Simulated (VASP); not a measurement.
A run of VASP 6.6.1:

File INCAR:

```
SYSTEM = MnAs
  AGGAC = 1.0
  AGGAX = 1.0
  ALDAC = 0.0
  ALDAX = 1.0
  ALGO = Normal
  EDIFF = 1E-6
  EDIFFG = -0.01
  ENCUT = 600
  GGA = B5
  IBRION = 2
  ISIF = 3
  ISMEAR = -1
  ISPIN = 2
  IVDW = 12
  LASPH = .TRUE.
  LCHARG = .FALSE.
  LMAXMIX = 4
  LORBIT = 11
  LREAL = .FALSE.
  LWAVE = .FALSE.
  MAGMOM = 0 0 4 4
  NELM = 150
  NSW = 60
  PREC = Accurate
  SIGMA = 0.05
  VDW_A1 = 0.4298
  VDW_A2 = 4.2359
  VDW_S6 = 1.0
  VDW_S8 = 2.6996
```

The input KPOINTS:

```
k-points
0
G
  8 8 5
  0 0 0
```

POSCAR

```
MnAs
1.0
    3.7100000000      0.0000000000      0.0000000000
   -1.8550000000      3.2129542480      0.0000000000
    0.0000000000      0.0000000000      5.6910000000
As Mn
2 2
Direct
    0.6666666667      0.3333333333      0.7500000000
    0.3333333333      0.6666666667      0.2500000000
    0.0000000000      0.0000000000      0.5000000000
    0.0000000000      0.0000000000      0.0000000000
```

Potentials or basis: VASP PAW PBE potentials, release 64 (As, Mn_pv).

Run with:

```bash
$ cat potpaw_PBE.64/As/POTCAR potpaw_PBE.64/Mn_pv/POTCAR > POTCAR
$ mpirun -np 1 vasp_std > vasp.out
```

Hardware: 1 thread of Oxide Virtual Turin-like Processor, with other jobs on the host.

Estimate the wall time of this run.

Run time: 14 min on 1 thread of Oxide Virtual Turin-like Processor, on a shared host, peak memory 0.27 GiB. Counts: scf iterations 51, k points 30, ion steps 6.
